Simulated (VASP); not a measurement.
# TaN in VASP: single point with PBE+D3(BJ)

Aim: the single point of TaN with PBE+D3(BJ).

Everything below comes from runs of VASP 6.6.1. Logs are shortened: lines on timing, memory, paths and dates and some standing lists are left out, and cuts for length are marked.

## (1) The cell of the first run

The cell holds a slab with vacuum, 24 atoms: a = 6.201 Å, b = 6.201 Å, c = 22.329 Å, α = 90.00°, β = 90.00°, γ = 120.00°.

## (2) Single point, PBE+D3(BJ)

File INCAR:

```
SYSTEM = TaN
PREC = Accurate ; ENCUT = 520
EDIFF = 1E-6 ; ISMEAR = 0
SIGMA = 0.1 ; LREAL = Auto
LASPH = .TRUE. ; NELM = 100
ALGO = Normal ; ISIF = 2
LWAVE = .FALSE. ; LCHARG = .TRUE.
LDIPOL = .TRUE. ; IDIPOL = 3
DIPOL = 0.5 0.5 0.499 ; GGA = PE
IVDW = 12 ; LELF = .TRUE.
LVHAR = .TRUE. ; LVACPOTAV = .TRUE.
NBANDS = 114
```

File KPOINTS:

```
Automatic mesh
0
G
  4 4 1
  0 0 0
```

File POSCAR:

```
TaN
1.0
    6.2014901195      0.0000000000      0.0000000000
   -3.1007450597      5.3706479848      0.0000000000
    0.0000000000      0.0000000000     22.3293693490
Ta N
12 12
Direct
    0.1666666667      0.3333333333      0.3582725457
    0.1666666667      0.8333333333      0.3582725457
    0.6666666667      0.3333333333      0.3582725457
    0.6666666667      0.8333333333      0.3582725457
    0.5000000000      0.5000000000      0.4716545091
    0.5000000000      0.0000000000      0.4716545091
    0.0000000000      0.5000000000      0.4716545091
    0.0000000000      0.0000000000      0.4716545091
    0.8333333333      0.6666666667      0.5908768715
    0.8333333333      0.1666666667      0.5908768715
    0.3333333333      0.6666666667      0.5908768715
    0.3333333333      0.1666666667      0.5908768715
    0.3333333333      0.1666666667      0.4149635274
    0.3333333333      0.6666666667      0.4149635274
    0.8333333333      0.1666666667      0.4149635274
    0.8333333333      0.6666666667      0.4149635274
    0.6666666667      0.3333333333      0.5283197556
    0.6666666667      0.8333333333      0.5283197556
    0.1666666667      0.3333333333      0.5283197556
    0.1666666667      0.8333333333      0.5283197556
    0.0000000000      0.5000000000      0.6319998545
    0.0000000000      0.0000000000      0.6319998545
    0.5000000000      0.5000000000      0.6319998545
    0.5000000000      0.0000000000      0.6319998545
```

Potentials or basis: VASP PAW PBE potentials, release 64 (Ta_pv, N).

Command:

```bash
cat potpaw_PBE.64/Ta_pv/POTCAR potpaw_PBE.64/N/POTCAR > POTCAR
mpirun -np 1 vasp_std > vasp.out
```

OUTCAR:

```text
SYSTEM = TaN
   PREC = Accurate
   ENCUT = 520
   EDIFF = 1E-6
   ISMEAR = 0
   LREAL = Auto
   LASPH = .TRUE.
   NELM = 100
   ISIF = 2
   GGA = PE
   IVDW = 12
 IVDW          = 12

 ion  position               nearest neighbor table
   1  0.167  0.333  0.358-  13 2.19  14 2.19  15 2.19   8 3.10   5 3.10   7 3.10   2 3.10   2 3.10
                             3 3.10   3 3.10   4 3.10   4 3.10
   2  0.167  0.833  0.358-  14 2.19  13 2.19  16 2.19   7 3.10   6 3.10   8 3.10   1 3.10   1 3.10
                             4 3.10   4 3.10   3 3.10   3 3.10
   3  0.667  0.333  0.358-  15 2.19  16 2.19  13 2.19   6 3.10   7 3.10   5 3.10   4 3.10   4 3.10
                             1 3.10   1 3.10   2 3.10   2 3.10
   4  0.667  0.833  0.358-  16 2.19  15 2.19  14 2.19   5 3.10   8 3.10   6 3.10   3 3.10   3 3.10
                             2 3.10   2 3.10   1 3.10   1 3.10
   5  0.500  0.500  0.472-  18 2.19  19 2.19  17 2.19  13 2.19  16 2.19  14 2.19   4 3.10   1 3.10
                             3 3.10   6 3.10   6 3.10   7 3.10   7 3.10   8 3.10   8 3.10  12 3.21
   6  0.500  0.000  0.472-  17 2.19  20 2.19  18 2.19  14 2.19  15 2.19  13 2.19   3 3.10   2 3.10
                             4 3.10   5 3.10   5 3.10   8 3.10   8 3.10   7 3.10   7 3.10  11 3.21
   7  0.000  0.500  0.472-  20 2.19  17 2.19  19 2.19  15 2.19  14 2.19  16 2.19   2 3.10   3 3.10
                             1 3.10   8 3.10   8 3.10   5 3.10   5 3.10   6 3.10   6 3.10  10 3.21
   8  0.000  0.000  0.472-  19 2.19  18 2.19  20 2.19  16 2.19  13 2.19  15 2.19   1 3.10   4 3.10
                             2 3.10   7 3.10   7 3.10   6 3.10   6 3.10   5 3.10   5 3.10   9 3.21
   9  0.833  0.667  0.591-  22 2.01  23 2.01  21 2.01  18 2.27  17 2.27  20 2.27  10 3.10  10 3.10
                            11 3.10  11 3.10  12 3.10  12 3.10   8 3.21   5 3.21   7 3.21
  10  0.833  0.167  0.591-  21 2.01  24 2.01  22 2.01  17 2.27  18 2.27  19 2.27   9 3.10   9 3.10
                            12 3.10  12 3.10  11 3.10  11 3.10   7 3.21   6 3.21   8 3.21
  11  0.333  0.667  0.591-  24 2.01  21 2.01  23 2.01  20 2.27  19 2.27  18 2.27  12 3.10  12 3.10
                             9 3.10   9 3.10  10 3.10  10 3.10   6 3.21   7 3.21   5 3.21
[... 19 lines left out ...]
  Lattice vectors:

 A1 = (   6.2014901195,   0.0000000000,   0.0000000000)
 A2 = (  -3.1007450597,   5.3706479848,   0.0000000000)
 A3 = (   0.0000000000,   0.0000000000,  22.3293693490)

Analysis of symmetry for initial positions (statically):
=====================================================================
 Subroutine PRICEL returns following result:

  LATTYP: Found a hexagonal cell.
 ALAT       =     3.1007450597
 C/A-ratio  =     7.2012915989

  Lattice vectors:

 A1 = (   3.1007450597,   0.0000000000,   0.0000000000)
 A2 = (  -1.5503725298,   2.6853239924,   0.0000000000)
 A3 = (   0.0000000000,   0.0000000000,  22.3293693490)

   4 primitive cells build up your supercell.

 Routine SETGRP: Setting up the symmetry group for a
 hexagonal supercell.

 Subroutine GETGRP returns: Found  6 space group operations
 (whereof  6 operations were pure point group operations)
 out of a pool of 24 trial point group operations.

The static configuration has the point symmetry C_3v.

Analysis of symmetry for dynamics (positions and initial velocities):
=====================================================================
 Subroutine PRICEL returns following result:

  LATTYP: Found a hexagonal cell.
 ALAT       =     3.1007450597
 C/A-ratio  =     7.2012915989

  Lattice vectors:

 A1 = (   3.1007450597,   0.0000000000,   0.0000000000)
 A2 = (  -1.5503725298,   2.6853239924,   0.0000000000)
 A3 = (   0.0000000000,   0.0000000000,  22.3293693490)

   4 primitive cells build up your supercell.

 Routine SETGRP: Setting up the symmetry group for a
 hexagonal supercell.

 Subroutine GETGRP returns: Found  6 space group operations
 (whereof  6 operations were pure point group operations)
 out of a pool of 24 trial point group operations.

The dynamic configuration has the point symmetry C_3v.

 Subroutine INISYM returns: Found  6 space group operations
 (whereof  6 operations are pure point group operations),
 and found     4 'primitive' translations

----------------------------------------------------------------------------------------

                                     Primitive cell

  volume of cell :     185.9256

  direct lattice vectors                    reciprocal lattice vectors
     3.100745060  0.000000000  0.000000000     0.322503134  0.186197271  0.000000000
    -1.550372530  2.685323992  0.000000000     0.000000000  0.372394543  0.000000000
     0.000000000  0.000000000 22.329369349     0.000000000  0.000000000  0.044784068

  length of vectors
     3.100745060  3.100745060 22.329369349     0.372394543  0.372394543  0.044784068

  position of ions in fractional coordinates (direct lattice)
     0.333333333  0.666666667  0.358272546
     0.000000000  0.000000000  0.471654509
     0.666666667  0.333333333  0.590876872
     0.666666667  0.333333333  0.414963527
     0.333333333  0.666666667  0.528319756
     0.000000000  0.000000000  0.631999855

  ion indices of the primitive-cell ions
   primitive index   ion index
                 1           1
                 2           7
                 3          12
                 4          13
                 5          19
                 6          21

----------------------------------------------------------------------------------------

 KPOINTS: Automatic mesh

Automatic generation of k-mesh.
 Grid dimensions read from file:
 generate k-points for:    4    4    1

 Generating k-lattice:

  Cartesian coordinates                     Fractional coordinates (reciprocal lattice)
     0.040312892  0.023274659  0.000000000     0.250000000  0.000000000  0.000000000
     0.000000000  0.046549318  0.000000000     0.000000000  0.250000000  0.000000000
     0.000000000  0.000000000  0.044784068     0.000000000  0.000000000  1.000000000

  Length of vectors
     0.046549318  0.046549318  0.044784068

  Shift w.r.t. Gamma in fractional coordinates (k-lattice)
     0.000000000  0.000000000  0.000000000

 Subroutine IBZKPT returns following result:
 ===========================================

 Found      4 irreducible k-points:

 Following reciprocal coordinates:
            Coordinates               Weight
  0.000000  0.000000  0.000000      1.000000
  0.250000  0.000000  0.000000      6.000000
  0.500000  0.000000  0.000000      3.000000
  0.250000  0.250000  0.000000      6.000000
   k-points           NKPTS =      4   k-points in BZ     NKDIM =      4   number of bands    NBANDS=    114
   number of dos      NEDOS =    301   number of ions     NIONS =     24
   total plane-waves  NPLWV = 387072
   dimension x,y,z NGX =    48 NGY =   48 NGZ =  168
   dimension x,y,z NGXF=    96 NGYF=   96 NGZF=  336
   ions per type =              12  12
   NGX,Y,Z   is equivalent  to a cutoff of  12.87, 12.87, 12.51 a.u.
   NGXF,Y,Z  is equivalent  to a cutoff of  25.74, 25.74, 25.02 a.u.
 SYSTEM =  TaN
   PREC   = accura    normal or accurate (medium, high low for compatibility)
   ISTART =      0    job   : 0-new  1-cont  2-samecut
   ICHARG =      2    charge: 1-file 2-atom 10-const
   ISPIN  =      1    spin polarized calculation?
   LNONCOLLINEAR =      F non collinear calculations
   LSORBIT =      F    spin-orbit coupling
   LASPH  =      T    aspherical Exc in radial PAW
   ENCUT  =  520.0 eV  38.22 Ry    6.18 a.u.  11.53 11.53 41.52*2*pi/ulx,y,z
   NELM   =    100;   NELMIN=  2; NELMDL= -5     # of ELM steps
   EDIFF  = 0.1E-05   stopping-criterion for ELM
   LREAL  =      T    real-space projection
   EDIFFG = 0.1E-04   stopping-criterion for IOM
   NSW    =      0    number of steps for IOM
   IBRION =     -1    ionic relax: 0-MD 1-quasi-New 2-CG
   NFREE  =      0    steps in history (QN), initial steepest desc. (CG)
   ISIF   =      2    stress and relaxation
   ISYM   =      2    0-nonsym 1-usesym 2-fastsym
   POTIM  = 0.5000    time-step for ionic-motion
   TEBEG  =    0.0;   TEEND  =   0.0 temperature during run
   PSTRESS=    0.0 pullay stress
   NELECT =     192.0000    total number of electrons
   NUPDOWN=      -1.0000    fix difference up-down
   EMIN   =  10.00;   EMAX   =-10.00  energy-range for DOS
   EFERMI =   0.00;   METHOD = LEGACY
   ISMEAR =     0;   SIGMA  =   0.10  broadening in eV -4-tet -1-fermi 0-gaus
   EFERMI_NEDOS =   21; number of points for ismear=-14 and -15
   IALGO  =     38    algorithm
   IMIX   =      4    mixing-type and parameters
     AMIX     =   0.40;   BMIX     =  1.00
     AMIX_MAG =   1.60;   BMIX_MAG =  1.00
  volume/ion in A,a.u.               =      30.99       209.11
  Fermi-wavevector in a.u.,A,eV,Ry     =   1.042419  1.969886 14.784589  1.086637
  Thomas-Fermi vector in A             =   2.177083
   LORBIT       =      0    0 simple, 1 ext, 2 COOP (PROOUT), +10 PAW based schemes
   GGA     = PE    functional components
   LHFCALC =     F    Hartree Fock is set to
   AEXX    =    0.0000 exact exchange contribution
   IVDW    =    12    specifies the selected vdW correction
   LEPSILON=     F    determine dielectric tensor
   LRPA    =     F    only Hartree local field effects (RPA)
 non-spin polarized calculation
 Gauss-broadening in eV      SIGMA  =   0.10
  energy-cutoff  :      520.00
  volume of cell :      743.70
 maximum number of plane-waves:     20042
 NGX is ok and might be reduce to    48
   NGX = 23   NGY = 23   NGZ = 83

 dipolmoment           0.000000      0.000000     -3.365014 electrons x Angstroem

 number of electron     192.0000017 magnetization

 dipolmoment           0.000000      0.000000      0.107747 electrons x Angstroem

 Free energy of the ion-electron system (eV)
  ---------------------------------------------------
  ext. energy  EPLUGINS =         0.00000000
  ---------------------------------------------------
  free energy    TOTEN  =      -254.39131851 eV

  energy without entropy =     -254.24775839  energy(sigma->0) =     -254.31953845

 E-fermi :  -0.3312     XC(G=0):  -5.5340

 val. band max:       -0.3445394780   @ k =   0.2500   0.0000   0.0000
 cond. band min:      -0.3261777367   @ k =   0.2500   0.2500   0.0000
 fundamental gap:      0.0183617413
 Fermi energy:        -0.3311649768

 k-point     1 :       0.0000    0.0000    0.0000
  band No.  band energies     occupation
      1     -36.8437      2.00000
      2     -36.8437      2.00000
      3     -36.8437      2.00000
      4     -36.6985      2.00000
      5     -36.6985      2.00000
      6     -36.6985      2.00000
[... 433 lines left out ...]
    107       1.1213      0.00000
    108       1.1386      0.00000
 [bands above 108 left out]

------------------------ aborting loop because EDIFF is reached ----------------------------------------

 Edisp (eV)   -7.77096

 E8    (eV) :    -3.7025

  FORCE on cell =-STRESS in cart. coord.  units (eV):
  Direction    XX          YY          ZZ          XY          YZ          ZX
  --------------------------------------------------------------------------------------
  -------------------------------------------------------------------------------------
  Total      -7.36669    -7.36669    -0.74329    -0.00000    -0.00000     0.00000
  in kB     -15.87025   -15.87025    -1.60129    -0.00000    -0.00000     0.00000
  external pressure =      -11.11 kB  Pullay stress =        0.00 kB

 VOLUME and BASIS-vectors are now :
 -----------------------------------------------------------------------------
  energy-cutoff  :      520.00
  volume of cell :      743.70
      direct lattice vectors                 reciprocal lattice vectors
     6.201490119  0.000000000  0.000000000     0.161251567  0.093098636  0.000000000
    -3.100745060  5.370647985  0.000000000     0.000000000  0.186197271  0.000000000
     0.000000000  0.000000000 22.329369349     0.000000000  0.000000000  0.044784068

 POSITION                                       TOTAL-FORCE (eV/Angst)
 -----------------------------------------------------------------------------------
      0.00000      1.79022      8.00000         0.000000     -0.000000      0.503640
     -1.55037      4.47554      8.00000         0.000000     -0.000000      0.503640
      3.10075      1.79022      8.00000         0.000000     -0.000000      0.503640
      1.55037      4.47554      8.00000         0.000000     -0.000000      0.503640
      1.55037      2.68532     10.53175        -0.000000     -0.000000      0.194356
      3.10075      0.00000     10.53175        -0.000000     -0.000000      0.194356
[... 16 lines left out ...]
      1.55037      2.68532     14.11216        -0.000000      0.000000      0.081198
      3.10075      0.00000     14.11216        -0.000000     -0.000000      0.081198
 -----------------------------------------------------------------------------------
    total drift:                                0.000000      0.000000      0.012425

  FREE ENERGIE OF THE ION-ELECTRON SYSTEM (eV)
  ---------------------------------------------------
  free  energy   TOTEN  =      -262.1622794885 eV

  energy  without entropy=     -262.0187193702  energy(sigma->0) =     -262.09049943

 vacuum level on the upper side and lower side of the slab         5.272         4.686
```

Run time: 25 min. Hardware: 1 thread of Intel Xeon Platinum 8175M at 2.50GHz (Skylake/Cascade Lake), shared host; peak memory 0.86 GiB.

What came out:

```yaml
Free_energy: -262.1623 eV
Largest_force: 0.742 eV/Å
Band_gap_on_the_k_mesh: zero (bands 96 and 97 overlap by 0.06 eV)
Dispersion_energy_per_atom: -0.324 eV
```

Forces on the atoms (eV/Å):
```
Ta   0.000  0.000  0.504
Ta   0.000  0.000  0.504
Ta   0.000  0.000  0.504
Ta   0.000  0.000  0.504
Ta   0.000  0.000  0.194
Ta   0.000  0.000  0.194
Ta   0.000  0.000  0.194
Ta   0.000  0.000  0.194
Ta   0.000  0.000 -0.020
Ta   0.000  0.000 -0.020
Ta   0.000  0.000 -0.020
Ta   0.000  0.000 -0.020
N    0.000  0.000 -0.742
N    0.000  0.000 -0.742
N    0.000  0.000 -0.742
N    0.000  0.000 -0.742
N    0.000  0.000 -0.018
N    0.000  0.000 -0.018
N    0.000  0.000 -0.018
N    0.000  0.000 -0.018
N    0.000  0.000  0.081
N    0.000  0.000  0.081
N    0.000  0.000  0.081
N    0.000  0.000  0.081
```

Caveat: spin-orbit coupling is left out, which moves the levels of the heavy elements.
